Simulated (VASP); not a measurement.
Write the native input for VASP 6.6.1 that does the following.

- Task: single point
- Functional: PBE
- Potentials or basis: VASP PAW PBE potentials, release 64 (C, B)
- Cutoff: 520 eV
- k mesh: 1 × 1 × 1, shifted
- Occupations: fermi-dirac, width 0.3447 eV
- Spin: no spin polarisation
- Dipole correction: no
- Further INCAR settings: ALGO = Normal; EDIFF = 1e-06; NBANDS = 36; ISYM = -1

The structure of B9C5 lies in POSCAR:

```
B9C5
1.0
    4.7317320000     -0.0454910000      0.0395370000
   -0.0454910000      4.9851620000     -0.0605250000
    0.0395370000     -0.0605250000      4.8261280000
C B
5 9
Direct
   -0.3281845947      0.5093771739      0.1637864739
    0.2455392577     -0.0367377915      0.6052760224
    0.4117832033      0.2128018078      0.5316490066
    1.1093835167      0.4835819874      0.7374899927
    0.7449863424      0.8181862754      0.2180083494
    0.3592754841      0.5341917085      0.5534969811
    0.9045532516      0.9221349953      0.0249203707
   -0.1964367204     -0.4379253990      0.5319131784
   -0.0059543899      0.3290852115      1.0016185441
    0.7769539038      0.2076840936      1.2167111302
    0.0214777218      0.8038319817      0.3609352603
    1.0589919373     -0.2517824309      0.7995074942
    0.4487341035      0.3011212797      0.1634365614
    0.5964825922     -0.0264531252      0.4391292134
```

One way to write it, as run:

INCAR

```
PREC = Accurate
ENCUT = 520
EDIFF = 1E-6
ISMEAR = -1
SIGMA = 0.3447
LREAL = F
LASPH = T
NELM = 120
ALGO = Normal
ISIF = 2
LWAVE = F
LCHARG = T
GGA = PE
LELF = T
LVHAR = T
ISYM = -1
NBANDS = 36
GGA_COMPAT = F
```

KPOINTS

```
explicit points
1
Reciprocal
  0.25000000   0.25000000   0.25000000 1
```

Potentials or basis: VASP PAW PBE potentials, release 64 (C, B).

Run with:

```console
$ cat potpaw_PBE.64/C/POTCAR potpaw_PBE.64/B/POTCAR > POTCAR
$ mpirun -np 1 vasp_std > vasp.out
```

Results of the run:

The pressure is 14.0 GPa, the largest force is 11.758 eV/Å and the band gap on the k mesh is zero (an odd number of electrons rules out a gap without spin polarisation).

Caveat: the atoms stand as in a frame of molecular dynamics; so wide a smearing shifts energies and pressures; an odd number of electrons without spin polarisation forces a metal; a magnetic or distorted state may lie lower.

It took 14 s on 1 thread of Intel Xeon 8259CL (shared host), peak memory 0.2 GiB.
